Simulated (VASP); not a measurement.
Al2O3, 5 atoms in the cell. The structure is trigonal, space group P-3m1 (No. 164). The conventional cell has a = 3.017 Å, b = 3.017 Å, c = 7.575 Å, α = 90.00°, β = 90.00°, γ = 120.00°. Within 2.2 Å of Al (site symmetry 3m) lie 4 O at 1.68 to 1.84 Å. Within 2.4 Å of O (site symmetry 3m) lie 3 Al at 1.84 Å. O (site symmetry -3m) has 2 Al at 1.68 Å within 2.2 Å. 

- Program: VASP 6.6.1
- Task: single point
- Functional: PBEsol
- Potentials or basis: VASP PAW PBE potentials, release 64 (Al, O)
- Cutoff: 520 eV
- k mesh: 12 × 12 × 4
- Occupations: gaussian, width 0.01 eV
- Spin: no spin polarisation
- Dipole correction: no
- Further INCAR settings: ALGO = Normal; EDIFF = 1e-07; NBANDS = 20

Potentials or basis: VASP PAW PBE potentials, release 64 (Al, O).

The run is started by

```console
$ cat potpaw_PBE.64/Al/POTCAR potpaw_PBE.64/O/POTCAR > POTCAR
$ mpirun -np 1 vasp_std > vasp.out
```

Hardware: 1 thread of Intel(R) Xeon(R) Platinum 8375C CPU @ 2.90GHz (Ice Lake), with other jobs on the host.

Q: How long does it take, and how much memory?

A: Run time: 48 s on 1 thread of Intel(R) Xeon(R) Platinum 8375C CPU @ 2.90GHz (Ice Lake), with other jobs on the host, peak memory 0.2 GiB. Counts: scf iterations 15, k points 69.
